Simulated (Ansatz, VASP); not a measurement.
One calculation of MnO, two programs

```
CELL_PARAMETERS angstrom
0.00000 2.25317 2.25317
2.25317 0.00000 2.25317
2.25317 2.25317 0.00000
ATOMIC_POSITIONS crystal
Mn 0.00000 0.00000 0.00000
O 0.50000 0.50000 0.50000
```

Alike in both runs: task single point; functional LDA; k mesh 10 × 10 × 10; occupations fermi-dirac, width 0.05 eV; collinear spin.

```csv
,VASP,Ansatz
version,VASP 6.6.1,Ansatz 0.2.0
potentials or method,"VASP PAW LDA potentials, release 64 (Mn_sv, O)",Ansatz PAW
plane-wave cutoff (eV),700,420
valence electrons in the cell,21,21
```

|  | VASP | Ansatz | Ansatz less VASP |
| --- | --- | --- | --- |
| gap on the k mesh at the Fermi level (eV) | none | none | - |
| pressure (GPa) | -20.6 | -18.5 | +2.15 |
| net moment per atom (μB) | 2.33 | 2.37 | +0.045 |
| size of the moment on the site where the two differ most (μB) | 0.19 | 0.24 | +0.043 |

LDA's correlation is that of Perdew and Zunger in VASP and of Perdew and Wang (1992) in Ansatz. Site moments also hang on the region over which each program counts them. A gap of «none» marks a metal or a gap that the smearing closes.
